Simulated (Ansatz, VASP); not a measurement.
# YI in VASP and in Ansatz

INCAR

```
SYSTEM = YI
PREC = Accurate
ENCUT = 520
EDIFF = 1E-6
ISMEAR = -1
SIGMA = 0.05
LREAL = .False.
LASPH = .True.
NELM = 100
ALGO = Normal
ISIF = 2
LWAVE = .False.
LCHARG = .False.
NBANDS = 26
```

KPOINTS

```
Automatic mesh
0
Gamma
  7 7 3
  0 0 0
```

POSCAR

```
YI
1.0
    4.1082738914      0.0000000000      0.0000000000
   -2.0541369457      3.5578695556      0.0000000000
    0.0000000000      0.0000000000     11.5060227563
Y I
2 2
Direct
    0.6666666667      0.3333333333      0.6267270000
    0.3333333333      0.6666666667      0.3732730000
    0.3333333333      0.6666666667      0.8199750000
    0.6666666667      0.3333333333      0.1800250000
```

Input for Ansatz:

```yaml
crystal:
  lattice:
    - [4.1082738914, 0.0, 0.0]
    - [-2.0541369457, 3.5578695556, 0.0]
    - [0.0, 0.0, 11.5060227563]
  atoms:
    - { symbol: "Y", position: [0.6666666667, 0.3333333333, 0.626727] }
    - { symbol: "Y", position: [0.3333333333, 0.6666666667, 0.373273] }
    - { symbol: I, position: [0.3333333333, 0.6666666667, 0.819975] }
    - { symbol: I, position: [0.6666666667, 0.3333333333, 0.180025] }
kpoints:
  mp_grid: { grid: [7, 7, 3] }
scf:
  occupations: { method: fermi_dirac, width: 0.05 }
hamiltonian:
  xc: lda
  pseudopotentials: { kind: paw }
output:
  forces: true
  stress: true
  eigenvalues: true
```

Change from the starting cell: volume scaled by 1.12, no spin polarisation, PAW files.

Alike in both runs: task single point; functional LDA; k mesh 7 × 7 × 3; occupations fermi-dirac, width 0.05 eV; no spin polarisation.

|  | VASP | Ansatz |
| --- | --- | --- |
| version | VASP 6.6.1 | Ansatz 0.2.0 |
| potentials or method | VASP PAW LDA potentials, release 64 (Y_sv, I) | PAW with Ansatz's default frozen-core files, scalar-relativistic |
| plane-wave cutoff (eV) | 520 | 420 |
| valence electrons in the cell | 36 | 56 |

|  | VASP | Ansatz | Ansatz less VASP |
| --- | --- | --- | --- |
| pressure (GPa) | -5.6 | -5.6 | -0.01 |
| traceless stress, the component that is largest in VASP (GPa) | -0.27 | -0.28 | -0.008 |
| rms of the force components (eV/Å) | 0.400 | 0.402 | +0.0018 |

LDA's correlation is that of Perdew and Zunger in VASP and of Perdew and Wang (1992) in Ansatz. Atom by atom the forces differ by 0.002 eV/Å (rms over components). VASP's potentials hold 36 valence electrons a cell and Ansatz's 56, so a difference there can come from the potentials and not from the codes.

Spin-orbit coupling is off throughout.
